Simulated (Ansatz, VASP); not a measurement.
## Two plane-wave programs on KHf3

INCAR

```
PREC = Accurate ; ENCUT = 600
EDIFF = 1E-6 ; ISMEAR = 0
SIGMA = 0.1 ; LREAL = False
LASPH = True ; NELM = 80
ALGO = Normal ; ISIF = 3
LWAVE = False ; LCHARG = False
GGA = PE ; IBRION = 2
NSW = 90 ; EDIFFG = -0.04
```

Contents of KPOINTS:

```
regular mesh
0
Gamma
  4 4 4
```

File POSCAR:

```
KHf3
1.0
    4.5335347521      0.0000000000      0.0000000000
    0.0000000000      4.5335347521      0.0000000000
    0.0000000000      0.0000000000      4.5335347521
K Hf
1 3
Direct
    0.0000000000      0.0000000000      0.0000000000
    0.0000000000      0.5000000000      0.5000000000
    0.5000000000      0.0000000000      0.5000000000
    0.5000000000      0.5000000000      0.0000000000
```

Input for Ansatz:

```yaml
crystal:
  lattice:
    - [4.5335347521, 0.0, 0.0]
    - [0.0, 4.5335347521, 0.0]
    - [0.0, 0.0, 4.5335347521]
  atoms:
    - { symbol: K, position: [0.0, 0.0, 0.0] }
    - { symbol: Hf, position: [0.0, 0.5, 0.5] }
    - { symbol: Hf, position: [0.5, 0.0, 0.5] }
    - { symbol: Hf, position: [0.5, 0.5, 0.0] }
basis:
  ecutwfc: 420
kpoints:
  mp_grid: { grid: [4, 4, 4] }
hamiltonian:
  xc: pbe
scf:
  occupations: { method: gaussian, width: 0.1 }
  lower_state_search: "off"
output:
  forces: true
  stress: true
  eigenvalues: true
relax:
  adjacent_minimum: "off"
  f_tol: 0.04
  max_steps: 70
  cell: { stress_tol: 0.4 }
```

Alike in both runs: task relaxation of cell and atoms; functional PBE; k mesh 4 × 4 × 4; occupations gaussian, width 0.1 eV; no spin polarisation.

|  | VASP | Ansatz |
| --- | --- | --- |
| version | VASP 6.6.1 | Ansatz 0.2.0 |
| potentials or method | VASP PAW PBE potentials, release 64 (K_sv, Hf_pv), cutoff 600 eV | scalar-relativistic, plane waves, PAW |
| valence electrons in the cell | 39 | 87 |

```tsv
	VASP	Ansatz	Ansatz less VASP
gap on the k mesh at the Fermi level, each at its own relaxed structure (eV)	none	none	-
relaxed volume (Å³/atom)	25.05	25.22	+0.174
relaxed cell length with the largest relative difference (Å)	4.645	4.655	+0.0107
```

A gap of «none» marks a metal or a gap that the smearing closes. VASP's potentials hold 39 valence electrons a cell and Ansatz's 87, so a difference there can come from the potentials and not from the codes.

Neither program's run includes spin-orbit coupling.
